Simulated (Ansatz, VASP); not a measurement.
**LiF in VASP and in Ansatz**

Contents of INCAR:

```
PREC = Accurate ; ENCUT = 520
EDIFF = 1E-6 ; ISMEAR = 0
SIGMA = 0.02 ; LREAL = False
LASPH = True ; NELM = 80
ALGO = Normal ; ISIF = 2
LWAVE = False ; LCHARG = False
GGA = PE ; NBANDS = 12
```

File KPOINTS:

```
regular mesh
0
Gamma
  10 10 10
```

The input POSCAR:

```
LiF
1.0
    0.0000000000      2.0737303775      2.0737303775
    2.0737303775      0.0000000000      2.0737303775
    2.0737303775      2.0737303775      0.0000000000
Li F
1 1
Direct
    0.5000000000      0.5000000000      0.5000000000
    0.0000000000      0.0000000000      0.0000000000
```

Input for Ansatz:

```yaml
crystal:
  lattice:
    - [0.0, 2.0737303775, 2.0737303775]
    - [2.0737303775, 0.0, 2.0737303775]
    - [2.0737303775, 2.0737303775, 0.0]
  atoms:
    - { symbol: Li, position: [0.5, 0.5, 0.5] }
    - { symbol: F, position: [0.0, 0.0, 0.0] }
basis:
  ecutwfc: 420
kpoints:
  mp_grid: { grid: [10, 10, 10] }
hamiltonian:
  xc: pbe
scf:
  occupations: { method: gaussian, width: 0.02 }
output:
  forces: true
  stress: true
  eigenvalues: true
```

Alike in both runs: task single point; functional PBE; k mesh 10 × 10 × 10; occupations gaussian, width 0.02 eV; no spin polarisation.

```csv
,VASP,Ansatz
version,VASP 6.6.1,Ansatz 0.2.0
potentials or method,"VASP PAW PBE potentials, release 64 (Li_sv, F), cutoff 520 eV","scalar-relativistic, plane waves, PAW"
valence electrons in the cell,10,10
```

```tsv
	VASP	Ansatz	Ansatz less VASP
gap on the k mesh at the Fermi level (eV)	8.35	8.35	+0.002
least direct gap on the mesh (eV)	8.35	8.35	+0.002
```

Noted on VASP's run: the cutoff is short for stress, so the pressure is rough.
